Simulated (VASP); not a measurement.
Runs of VASP 6.6.1 on Ir. The structure is that of space group Fm-3m (No. 225), or close to it. The cells are those of the table. 

```tsv
spin	cell	k mesh	gap on the mesh (eV)	pressure (GPa)	moment (μB)
collinear	a = 2.820 Å, angles 60.0°, 1 atom	22 × 22 × 22	none	-8.5	0.00
collinear	a = 2.856 Å, angles 60.0°, 1 atom	22 × 22 × 22	none	-16.8	0.00
non-collinear, typed start, SOC	a = 2.784 Å, angles 60.0°, 1 atom	14 × 14 × 14	-	(a)	0.00
collinear	a = 2.891 Å, angles 60.0°, 1 atom	22 × 22 × 22	none	-23.3	0.00
```

Alike in all rows: task single point; level BLYP; potentials or basis VASP PAW PBE potentials, release 64 (Ir); cutoff (eV) 520; smearing fermi-dirac 0.05 eV.

**Question.** Estimate the missing entries.

**Answer.** (a) 3.6.

Caveats: the PAW data sets were made with another functional, which shifts forces and pressure a little; the cell stands under tension (at least some runs); spin-orbit coupling is left out, which moves the levels of the heavy elements (at least some runs); the cell stands under pressure (at least some runs).

A k mesh can miss the band edges, and rows without SOC leave out spin-orbit coupling on Ir.

A gap of «none» marks levels without a gap at the run's occupations.
